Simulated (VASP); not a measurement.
Write the native input for VASP 6.6.1 that does the following.

```yaml
Task: single point
Functional: PBE
Potentials_or_basis: VASP PAW PBE potentials, release 64 (K_sv, S)
Cutoff: 500 eV
k_mesh: 4 × 4 × 4
Occupations: gaussian, width 0.01 eV
Spin: no spin polarisation
Dipole_correction: no
Further_INCAR_settings: ALGO = Normal; EDIFF = 1e-06; NBANDS = 19
```

The structure of K2S lies in POSCAR:

```
K2S
1.0
    0.0000000000      3.7027186909      3.7027186909
    3.7027186909      0.0000000000      3.7027186909
    3.7027186909      3.7027186909      0.0000000000
K S
2 1
Direct
    0.2500000000      0.2500000000      0.2500000000
    0.7500000000      0.7500000000      0.7500000000
    0.0000000000      0.0000000000      0.0000000000
```

The input as run:

INCAR

```
SYSTEM = K2S
  ALGO = Normal
  EDIFF = 1E-6
  ENCUT = 500
  GGA = PE
  GGA_COMPAT = .False.
  ISIF = 2
  ISMEAR = 0
  LASPH = .True.
  LCHARG = .False.
  LREAL = .False.
  LWAVE = .False.
  NBANDS = 19
  NELM = 120
  PREC = Accurate
  SIGMA = 0.01
```

KPOINTS

```
k-points
0
Gamma
  4 4 4
  0 0 0
```

Potentials or basis: VASP PAW PBE potentials, release 64 (K_sv, S).

Run with:

```console
$ cat potpaw_PBE.64/K_sv/POTCAR potpaw_PBE.64/S/POTCAR > POTCAR
$ mpirun -np 1 vasp_std > vasp.out
```

It gave:

```
Pressure               : 0.5 GPa
Band gap on the k mesh : 2.38 eV, indirect (least direct gap 2.57 eV)
```

It took 21 s on 1 thread of Intel(R) Xeon(R) Platinum 8259CL CPU @ 2.50GHz (Skylake/Cascade Lake), on a shared host, peak memory 0.23 GiB.
